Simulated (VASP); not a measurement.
Write the native input for VASP 6.6.1 that does the following.

| Quantity | Value |
| --- | --- |
| Task | single point |
| Functional | PBEsol |
| Potentials or basis | VASP PAW PBE potentials, release 64 (Se) |
| Cutoff | 520 eV |
| k mesh | 21 × 21 × 21 |
| Occupations | fermi-dirac, width 0.1 eV |
| Spin | no spin polarisation |
| Dipole correction | no |
| Further INCAR settings | ALGO = Normal; EDIFF = 1e-07; NBANDS = 9 |

The structure of Se lies in POSCAR:

```
Se
1.0
    0.0000000000      2.1292752455      2.1292752455
    2.1292752455      0.0000000000      2.1292752455
    2.1292752455      2.1292752455      0.0000000000
Se
1
Direct
    0.0000000000      0.0000000000      0.0000000000
```

The input as run:

INCAR

```
SYSTEM = Se
PREC     = Accurate       ! precision mode
ENCUT    = 520            ! plane-wave cutoff, eV
EDIFF    = 1E-7           ! SCF threshold, eV
ISMEAR   = -1             ! smearing method
SIGMA    = 0.1            ! smearing width, eV
LREAL    = .FALSE.        ! projectors in reciprocal space
LASPH    = .TRUE.         ! aspherical terms in the spheres
NELM     = 60             ! most SCF steps
ALGO     = Normal         ! electronic algorithm
ISIF     = 2              ! what is computed and relaxed
LWAVE    = .FALSE.        ! write WAVECAR
LCHARG   = .TRUE.         ! write CHGCAR
GGA      = PS             ! functional
LELF     = .TRUE.         ! ELF
LVHAR    = .TRUE.       
NBANDS   = 9              ! bands
```

KPOINTS

```
Automatic mesh
0
G
  21 21 21
  0 0 0
```

Potentials or basis: VASP PAW PBE potentials, release 64 (Se).

The run is started by

```console
$ cat potpaw_PBE.64/Se/POTCAR > POTCAR
$ mpirun -np 1 vasp_std > vasp.out
```

Results of the run:

```
Pressure               : -0.1 GPa
Band gap on the k mesh : zero (band 3 reaches 9.26 eV, above the bottom of band 4 at 3.58 eV)
```

Caveat: the PAW data sets were made with another functional, which shifts forces and pressure a little.

It took 11 s on 1 thread of Intel(R) Xeon(R) 6975P-C (Granite Rapids) (shared host), peak memory 0.17 GiB.
